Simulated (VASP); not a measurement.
# Bi (P6_3/mmc) in VASP: a series of runs, part 2 of 3

VASP 6.6.1. Earlier steps stand in the parts before.

**3. Electric field gradients, PBEsol (zz strain of +1 %)**

Input file INCAR:

```
SYSTEM = Bi
PREC     = Accurate       ! precision mode
ENCUT    = 520            ! plane-wave cutoff, eV
EDIFF    = 1E-8           ! SCF threshold, eV
ISMEAR   = -1             ! smearing method
SIGMA    = 0.03           ! smearing width, eV
LREAL    = .FALSE.        ! projectors in reciprocal space
LASPH    = .TRUE.         ! aspherical terms in the spheres
NELM     = 100            ! most SCF steps
ALGO     = Normal         ! electronic algorithm
ISIF     = 2              ! what is computed and relaxed
LWAVE    = .FALSE.        ! write WAVECAR
LCHARG   = .FALSE.        ! write CHGCAR
GGA      = PS             ! functional
LEFG     = .TRUE.       
NBANDS   = 22             ! bands
```

Input file KPOINTS:

```
regular mesh
0
G
  9 9 3
  0 0 0
```

Input file POSCAR:

```
Bi
1.0
    4.5390002997      0.0000000000      0.0000000000
   -2.2695001499      3.9308895674      0.0000000000
    0.0000000000      0.0000000000     11.9472900000
Bi
2
Direct
    0.3333333333      0.6666666667      0.2500000000
    0.6666666667      0.3333333333      0.7500000000
```

Potentials or basis: VASP PAW PBE potentials, release 64 (Bi_d).

Launch:

```sh
$ cat potpaw_PBE.64/Bi_d/POTCAR > POTCAR
$ mpirun -np 1 vasp_std > vasp.out
```

OUTCAR:

```text
SYSTEM = Bi
   PREC = Accurate
   ENCUT = 520
   EDIFF = 1E-8
   ISMEAR = -1
   LREAL = .FALSE.
   LASPH = .TRUE.
   NELM = 100
   ISIF = 2
   GGA = PS

 ion  position               nearest neighbor table
   1  0.333  0.667  0.250-
   2  0.667  0.333  0.750-

  LATTYP: Found a hexagonal cell.
 ALAT       =     4.5390002997
 C/A-ratio  =     2.6321412671

  Lattice vectors:

 A1 = (   4.5390002997,   0.0000000000,   0.0000000000)
 A2 = (  -2.2695001499,   3.9308895674,   0.0000000000)
 A3 = (   0.0000000000,   0.0000000000,  11.9472900000)

Analysis of symmetry for initial positions (statically):
=====================================================================
 Subroutine PRICEL returns:
 Original cell was already a primitive cell.

 Routine SETGRP: Setting up the symmetry group for a
 hexagonal supercell.

 Subroutine GETGRP returns: Found 24 space group operations
 (whereof 12 operations were pure point group operations)
 out of a pool of 24 trial point group operations.

The static configuration has the point symmetry D_3d.
 The point group associated with its full space group is D_6h.

Analysis of symmetry for dynamics (positions and initial velocities):
=====================================================================
 Subroutine PRICEL returns:
 Original cell was already a primitive cell.

 Routine SETGRP: Setting up the symmetry group for a
 hexagonal supercell.

 Subroutine GETGRP returns: Found 24 space group operations
 (whereof 12 operations were pure point group operations)
 out of a pool of 24 trial point group operations.

The dynamic configuration has the point symmetry D_3d.
 The point group associated with its full space group is D_6h.

 Subroutine INISYM returns: Found 24 space group operations
 (whereof 12 operations are pure point group operations),
 and found     1 'primitive' translations

----------------------------------------------------------------------------------------

                                     Primitive cell

  volume of cell :     213.1672

  direct lattice vectors                    reciprocal lattice vectors
     4.539000300  0.000000000  0.000000000     0.220312830  0.127197672  0.000000000
    -2.269500150  3.930889567  0.000000000     0.000000000  0.254395343  0.000000000
     0.000000000  0.000000000 11.947290000     0.000000000  0.000000000  0.083700990

  length of vectors
     4.539000300  4.539000300 11.947290000     0.254395343  0.254395343  0.083700990

  position of ions in fractional coordinates (direct lattice)
     0.333333333  0.666666667  0.250000000
     0.666666667  0.333333333  0.750000000

  ion indices of the primitive-cell ions
   primitive index   ion index
                 1           1
                 2           2

----------------------------------------------------------------------------------------

 KPOINTS: regular mesh
[... 70 lines left out ...]
   NSW    =      0    number of steps for IOM
   IBRION =     -1    ionic relax: 0-MD 1-quasi-New 2-CG
   NFREE  =      0    steps in history (QN), initial steepest desc. (CG)
   ISIF   =      2    stress and relaxation
   ISYM   =      2    0-nonsym 1-usesym 2-fastsym
   POTIM  = 0.5000    time-step for ionic-motion
   TEBEG  =    0.0;   TEEND  =   0.0 temperature during run
   PSTRESS=    0.0 pullay stress
   NELECT =      30.0000    total number of electrons
   NUPDOWN=      -1.0000    fix difference up-down
   EMIN   =  10.00;   EMAX   =-10.00  energy-range for DOS
   EFERMI =   0.00;   METHOD = LEGACY
   ISMEAR =    -1;   SIGMA  =   0.03  broadening in eV -4-tet -1-fermi 0-gaus
   EFERMI_NEDOS =   21; number of points for ismear=-14 and -15
   IALGO  =     38    algorithm
   IMIX   =      4    mixing-type and parameters
     AMIX     =   0.40;   BMIX     =  1.00
     AMIX_MAG =   1.60;   BMIX_MAG =  1.00
  volume/ion in A,a.u.               =     106.58       719.26
  Fermi-wavevector in a.u.,A,eV,Ry     =   0.851547  1.609190  9.866015  0.725132
  Thomas-Fermi vector in A             =   1.967696
   LORBIT       =      0    0 simple, 1 ext, 2 COOP (PROOUT), +10 PAW based schemes
   GGA     = PS    functional components
   LHFCALC =     F    Hartree Fock is set to
   AEXX    =    0.0000 exact exchange contribution
   IVDW    =     0    specifies the selected vdW correction
   LEPSILON=     F    determine dielectric tensor
   LRPA    =     F    only Hartree local field effects (RPA)
 non-spin polarized calculation
  energy-cutoff  :      520.00
  volume of cell :      213.17
 maximum number of plane-waves:      5799
 NGX is ok and might be reduce to    36
   NGX = 17   NGY = 17   NGZ = 45

 number of electron      29.9999997 magnetization

 Free energy of the ion-electron system (eV)
  ---------------------------------------------------
  ext. energy  EPLUGINS =         0.00000000
  ---------------------------------------------------
  free energy    TOTEN  =        -3.37487320 eV

  energy without entropy =       -3.35344857  energy(sigma->0) =       -3.36416088

 E-fermi :  -1.1895     XC(G=0):  -5.3830

 val. band max:       -1.1924979805   @ k =   0.3333  -0.0000   0.3333
 cond. band min:      -1.1833238672   @ k =   0.3333   0.1111   0.3333
 fundamental gap:      0.0091741133
 Fermi energy:        -1.1894648616

 k-point     1 :       0.0000    0.0000    0.0000
  band No.  band energies     occupation
      1     -23.9597      2.00000
      2     -23.9597      2.00000
      3     -23.9540      2.00000
      4     -23.9540      2.00000
      5     -23.9540      2.00000
      6     -23.9540      2.00000
[... 589 lines left out ...]
     21       4.3858      0.00000
     22       4.8746      0.00000

------------------------ aborting loop because EDIFF is reached ----------------------------------------

  FORCE on cell =-STRESS in cart. coord.  units (eV):
  Direction    XX          YY          ZZ          XY          YZ          ZX
  --------------------------------------------------------------------------------------
  -------------------------------------------------------------------------------------
  Total       -6.7793112     -6.7793112     -0.4744111      0.0000000      0.0000000      0.0000000
  in kB      -50.9536963    -50.9536963     -3.5657015      0.0000000      0.0000000      0.0000000
  external PRESSURE =     -35.1576980 kB  Pullay stress =       0.0000000 kB

 VOLUME and BASIS-vectors are now :
 -----------------------------------------------------------------------------
  energy-cutoff  :      520.00
  volume of cell :      213.17
      direct lattice vectors                 reciprocal lattice vectors
     4.539000300  0.000000000  0.000000000     0.220312830  0.127197672  0.000000000
    -2.269500150  3.930889567  0.000000000     0.000000000  0.254395343  0.000000000
     0.000000000  0.000000000 11.947290000     0.000000000  0.000000000  0.083700990

 POSITION                                       TOTAL-FORCE (eV/Angst)
 -----------------------------------------------------------------------------------
     -0.00000      2.62059      2.98682        -0.000000      0.000000      0.000000
      2.26950      1.31030      8.96047         0.000000     -0.000000      0.000000
 -----------------------------------------------------------------------------------
    total drift:                               -0.000000      0.000000      0.000000

  FREE ENERGIE OF THE ION-ELECTRON SYSTEM (eV)
  ---------------------------------------------------
  free  energy   TOTEN  =        -3.3748731970 eV

  energy  without entropy=       -3.3534485679  energy(sigma->0) =       -3.36416088

 Electric field gradients (V/A^2)
---------------------------------------------------------------------
 ion       V_xx      V_yy      V_zz      V_xy      V_xz      V_yz
---------------------------------------------------------------------
   1      63.028    63.029  -126.057     0.001     0.000    -0.000
   2      63.028    63.029  -126.057     0.001    -0.000     0.000
---------------------------------------------------------------------

 Electric field gradients after diagonalization (V/A^2)
 (convention: |V_zz| > |V_xx| > |V_yy|)
----------------------------------------------------------------------
 ion       V_xx      V_yy      V_zz     asymmetry (V_yy - V_xx)/ V_zz
----------------------------------------------------------------------
   1      63.030    63.027  -126.057       0.000
   2      63.030    63.027  -126.057       0.000
----------------------------------------------------------------------

           NMR quadrupolar parameters

 Cq : quadrupolar parameter    Cq=e*Q*V_zz/h
 eta: asymmetry parameters     (V_yy - V_xx)/ V_zz
 Q  : nuclear electric quadrupole moment in mb (millibarn)
----------------------------------------------------------------------
 ion       Cq(MHz)       eta       Q (mb)
----------------------------------------------------------------------
   1      -0.305       0.000       1.000
   2      -0.305       0.000       1.000
----------------------------------------------------------------------
```

Run time: 47 s. Hardware: 1 thread of Intel Xeon 6975P-C (Granite Rapids), shared host; peak memory 0.37 GiB.

Results:

| Property | Result |
| --- | --- |
| Free energy | -3.3749 eV |
| Pressure | -3.5 GPa |
| Band gap on the k mesh | zero (band 15 reaches 0.24 eV, above the bottom of band 16 at -1.90 eV) |

Electric field gradients, principal values (V/Å²):
| atom | least | middle | greatest (by size) |
| --- | --- | --- | --- |
| 1 Bi | 63.027 | 63.030 | -126.057 |
| 2 Bi | 63.027 | 63.030 | -126.057 |

Caveat: the cell differs from its parent crystal (zz strain of +1 %); without QUAD_EFG the Cq values of the log hold for a quadrupole moment of 1 mb, not for the nuclei; the PAW data sets were made with another functional, which shifts forces and pressure a little; spin-orbit coupling is left out, which moves the levels of the heavy elements.

(Continued in part 3 of 3.)
